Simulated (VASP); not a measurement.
# Mo (P6/mmm) in VASP: a series of runs

Runs on Mo. Level: PBEsol. Tasks: single point.

Everything below comes from runs of VASP 6.6.1. Logs are shortened: lines on timing, memory, paths and dates and some standing lists are left out, and cuts for length are marked.

**1. The cell of the first run**

Symmetry: P6/mmm, No. 191, hexagonal system. The conventional cell has a = 2.777 Å, b = 2.777 Å, c = 2.594 Å, α = 90.00°, β = 90.00°, γ = 120.00°. Mo (site symmetry 6/mmm) has 8 Mo at 2.59 to 2.78 Å within 3.4 Å.

**2. Single point, PBEsol (strain +0.015 along x and y, +0.015 along z)**

Input file INCAR:

```
SYSTEM = Mo
PREC = Accurate
ENCUT = 520
EDIFF = 1E-6
ISMEAR = 0
SIGMA = 0.15
LREAL = .False.
LASPH = .True.
NELM = 100
ALGO = Normal
ISIF = 2
LWAVE = .False.
LCHARG = .True.
GGA = PS
LELF = .True.
LVHAR = .True.
NBANDS = 13
```

Input file KPOINTS:

```
regular mesh
0
Gamma
  18 18 18
  0 0 0
```

Input file POSCAR:

```
Mo
1.0
    2.7765430532      0.0000000000      0.0000000000
   -1.3882715266      2.4045568187      0.0000000000
    0.0000000000      0.0000000000      2.5935084105
Mo
1
Direct
    0.0000000000      0.0000000000      0.5000000000
```

Potentials or basis: VASP PAW PBE potentials, release 64 (Mo_sv).

Command:

```
> cat potpaw_PBE.64/Mo_sv/POTCAR > POTCAR
> mpirun -np 1 vasp_std > vasp.out
```

OUTCAR:

```text
SYSTEM = Mo
   PREC = Accurate
   ENCUT = 520
   EDIFF = 1E-6
   ISMEAR = 0
   LREAL = .False.
   LASPH = .True.
   NELM = 100
   ISIF = 2
   GGA = PS

 ion  position               nearest neighbor table
   1  0.000  0.000  0.500-

  LATTYP: Found a hexagonal cell.
 ALAT       =     2.7765430532
 C/A-ratio  =     0.9340782263

  Lattice vectors:

 A1 = (   2.7765430532,   0.0000000000,   0.0000000000)
 A2 = (  -1.3882715266,   2.4045568187,   0.0000000000)
 A3 = (   0.0000000000,   0.0000000000,   2.5935084105)

Analysis of symmetry for initial positions (statically):
=====================================================================
 Subroutine PRICEL returns:
 Original cell was already a primitive cell.

 Routine SETGRP: Setting up the symmetry group for a
 hexagonal supercell.

 Subroutine GETGRP returns: Found 24 space group operations
 (whereof 24 operations were pure point group operations)
 out of a pool of 24 trial point group operations.

The static configuration has the point symmetry D_6h.

Analysis of symmetry for dynamics (positions and initial velocities):
=====================================================================
 Subroutine PRICEL returns:
 Original cell was already a primitive cell.

 Routine SETGRP: Setting up the symmetry group for a
 hexagonal supercell.

 Subroutine GETGRP returns: Found 24 space group operations
 (whereof 24 operations were pure point group operations)
 out of a pool of 24 trial point group operations.

The dynamic configuration has the point symmetry D_6h.

 Subroutine INISYM returns: Found 24 space group operations
 (whereof 24 operations are pure point group operations),
 and found     1 'primitive' translations

----------------------------------------------------------------------------------------

                                     Primitive cell

  volume of cell :      17.3152

  direct lattice vectors                    reciprocal lattice vectors
     2.776543053  0.000000000  0.000000000     0.360160091  0.207938526  0.000000000
    -1.388271527  2.404556819  0.000000000     0.000000000  0.415877052  0.000000000
     0.000000000  0.000000000  2.593508411     0.000000000  0.000000000  0.385578083

  length of vectors
     2.776543053  2.776543053  2.593508411     0.415877052  0.415877052  0.385578083

  position of ions in fractional coordinates (direct lattice)
     0.000000000  0.000000000  0.500000000

  ion indices of the primitive-cell ions
   primitive index   ion index
[... 75 lines left out ...]
   EDIFFG = 0.1E-04   stopping-criterion for IOM
   NSW    =      0    number of steps for IOM
   IBRION =     -1    ionic relax: 0-MD 1-quasi-New 2-CG
   NFREE  =      0    steps in history (QN), initial steepest desc. (CG)
   ISIF   =      2    stress and relaxation
   ISYM   =      2    0-nonsym 1-usesym 2-fastsym
   POTIM  = 0.5000    time-step for ionic-motion
   TEBEG  =    0.0;   TEEND  =   0.0 temperature during run
   PSTRESS=    0.0 pullay stress
   NELECT =      14.0000    total number of electrons
   NUPDOWN=      -1.0000    fix difference up-down
   EMIN   =  10.00;   EMAX   =-10.00  energy-range for DOS
   EFERMI =   0.00;   METHOD = LEGACY
   ISMEAR =     0;   SIGMA  =   0.15  broadening in eV -4-tet -1-fermi 0-gaus
   EFERMI_NEDOS =   21; number of points for ismear=-14 and -15
   IALGO  =     38    algorithm
   IMIX   =      4    mixing-type and parameters
     AMIX     =   0.40;   BMIX     =  1.00
     AMIX_MAG =   1.60;   BMIX_MAG =  1.00
  volume/ion in A,a.u.               =      17.32       116.85
  Fermi-wavevector in a.u.,A,eV,Ry     =   1.525136  2.882088 31.647678  2.326039
  Thomas-Fermi vector in A             =   2.633347
   LORBIT       =      0    0 simple, 1 ext, 2 COOP (PROOUT), +10 PAW based schemes
   GGA     = PS    functional components
   LHFCALC =     F    Hartree Fock is set to
   AEXX    =    0.0000 exact exchange contribution
   IVDW    =     0    specifies the selected vdW correction
   LEPSILON=     F    determine dielectric tensor
   LRPA    =     F    only Hartree local field effects (RPA)
 non-spin polarized calculation
 Gauss-broadening in eV      SIGMA  =   0.15
  energy-cutoff  :      520.00
  volume of cell :       17.32
 maximum number of plane-waves:       480
 NGX is ok and might be reduce to    24
   NGX = 11   NGY = 11   NGZ =  9

 number of electron      13.9999998 magnetization

 Free energy of the ion-electron system (eV)
  ---------------------------------------------------
  ext. energy  EPLUGINS =         0.00000000
  ---------------------------------------------------
  free energy    TOTEN  =       -10.83287479 eV

  energy without entropy =      -10.82298164  energy(sigma->0) =      -10.82792822

 E-fermi :  10.7593     XC(G=0): -12.8725

 val. band max:       10.7563737109   @ k =   0.1111   0.0556   0.1111
 cond. band min:      10.7616232043   @ k =   0.3889   0.1111   0.0000
 fundamental gap:      0.0052494934
 Fermi energy:        10.7593475340

 k-point     1 :       0.0000    0.0000    0.0000
  band No.  band energies     occupation
      1     -50.1744      2.00000
      2     -23.5671      2.00000
      3     -23.5671      2.00000
      4     -23.5242      2.00000
      5       4.0942      2.00000
      6       6.6839      2.00000
      7       9.9373      2.00000
      8       9.9373      2.00000
      9      14.6293      0.00000
     10      14.6293      0.00000
     11      23.7331      0.00000
     12      26.1215      0.00000
     13      30.7772      0.00000
[... 354 lines left out ...]
  band No.  band energies     occupation
      1     -49.9849      2.00000
      2     -24.6975      2.00000
      3     -23.9310      2.00000
      4     -23.3894      2.00000
      5       6.5638      2.00000
      6       7.7501      2.00000
      7      10.7616      0.98288
      8      11.8676      0.00000
      9      13.7665      0.00000
     10      15.4239      0.00000
     11      20.3502      0.00000
     12      22.9830      0.00000
     13      27.9126      0.00000

 [... further k-points ...]
[... 5 lines left out ...]
  --------------------------------------------------------------------------------------
  -------------------------------------------------------------------------------------
  Total       -1.0658348     -1.0658348     -1.7412634     -0.0000000      0.0000000      0.0000000
  in kB      -98.6218987    -98.6218987   -161.1194391     -0.0000000      0.0000000      0.0000000
  external PRESSURE =    -119.4544122 kB  Pullay stress =       0.0000000 kB

 VOLUME and BASIS-vectors are now :
 -----------------------------------------------------------------------------
  energy-cutoff  :      520.00
  volume of cell :       17.32
      direct lattice vectors                 reciprocal lattice vectors
     2.776543053  0.000000000  0.000000000     0.360160091  0.207938526  0.000000000
    -1.388271527  2.404556819  0.000000000     0.000000000  0.415877052  0.000000000
     0.000000000  0.000000000  2.593508411     0.000000000  0.000000000  0.385578083

 POSITION                                       TOTAL-FORCE (eV/Angst)
 -----------------------------------------------------------------------------------
      0.00000      0.00000      1.29675        -0.000000      0.000000      0.000000
 -----------------------------------------------------------------------------------
    total drift:                                0.000000      0.000000      0.000000

  FREE ENERGIE OF THE ION-ELECTRON SYSTEM (eV)
  ---------------------------------------------------
  free  energy   TOTEN  =       -10.8328747929 eV

  energy  without entropy=      -10.8229816449  energy(sigma->0) =      -10.82792822
```

It took 36 s on 1 thread of AMD EPYC 9R45 (Zen 5), shared host; peak memory 0.16 GiB.

Results:

| Item | Value |
| --- | --- |
| Free energy | -10.8329 eV |
| Pressure | -11.9 GPa |
| Band gap on the k mesh | zero (band 7 reaches 11.70 eV, above the bottom of band 8 at 9.94 eV) |

Levels at points of the mesh, in eV from the Fermi level:
```csv
k point,band 5,band 6,band 7,band 8,band 9,band 10
"(0.00, 0.00, 0.00)",-6.67,-4.08,-0.82,-0.82,3.87,3.87
"(0.50, 0.00, 0.00)",-4.67,-3.00,0.94,0.95,3.24,4.18
"(0.00, 0.00, 0.50)",-3.64,-0.06,-0.06,-0.02,0.77,0.77
"(0.50, 0.00, 0.50)",-5.01,-3.21,-0.41,4.50,5.68,6.23
```

Caveat: the cell differs from its parent crystal (strain +0.015 along x and y, +0.015 along z); the PAW data sets were made with another functional, which shifts forces and pressure a little.

**3. Single point, PBEsol (strain +0.030 along x and y, +0.000 along z)**

Input file INCAR:

```
  ALGO = Normal
  EDIFF = 1E-6
  ENCUT = 520
  GGA = PS
  ISIF = 2
  ISMEAR = 0
  LASPH = True
  LCHARG = False
  LREAL = False
  LWAVE = False
  NBANDS = 13
  NELM = 80
  PREC = Accurate
  SIGMA = 0.15
```

Input file KPOINTS:

```
k-points
0
Gamma
  18 18 18
```

Input file POSCAR:

```
Mo
1.0
    2.8175757091      0.0000000000      0.0000000000
   -1.4087878546      2.4400921412      0.0000000000
    0.0000000000      0.0000000000      2.5551807000
Mo
1
Direct
    0.0000000000      0.0000000000      0.5000000000
```

Potentials or basis: VASP PAW PBE potentials, release 64 (Mo_sv).

Command:

```
> cat potpaw_PBE.64/Mo_sv/POTCAR > POTCAR
> mpirun -np 1 vasp_std > vasp.out
```

It took 34 s on 1 thread of AMD EPYC 9R45 (Zen 5), shared host; peak memory 0.16 GiB.

It converged, with:

| Property | Result |
| --- | --- |
| Free energy | -10.8175 eV |
| Pressure | -14.4 GPa |
| Band gap on the k mesh | zero (band 7 reaches 11.32 eV, above the bottom of band 8 at 9.70 eV) |

Stress tensor (GPa, compression positive):
```
-14.71   0.00   0.00
  0.00 -14.71   0.00
  0.00   0.00 -13.81
```

Levels at points of the mesh, in eV from the Fermi level:
| k point | band 3 | band 4 | band 5 | band 6 | band 7 | band 8 | band 9 | band 10 | band 11 | band 12 |
| --- | --- | --- | --- | --- | --- | --- | --- | --- | --- | --- |
| (0.00, 0.00, 0.00) | -34.35 | -34.13 | -6.55 | -4.00 | -0.79 | -0.79 | 3.96 | 3.96 | 12.80 | 16.07 |
| (0.50, 0.00, 0.00) | -34.60 | -34.02 | -4.50 | -3.08 | 0.83 | 1.37 | 3.40 | 3.94 | 9.18 | 12.70 |
| (0.00, 0.00, 0.50) | -34.19 | -34.19 | -3.35 | 0.08 | 0.08 | 0.26 | 0.52 | 0.52 | 10.01 | 16.10 |
| (0.50, 0.00, 0.50) | -35.17 | -34.42 | -4.89 | -2.88 | -0.59 | 4.32 | 5.79 | 6.37 | 6.82 | 15.83 |

Caveat: the cell differs from its parent crystal (strain +0.030 along x and y, +0.000 along z); the PAW data sets were made with another functional, which shifts forces and pressure a little.

(Continued in part 2 of 2.)
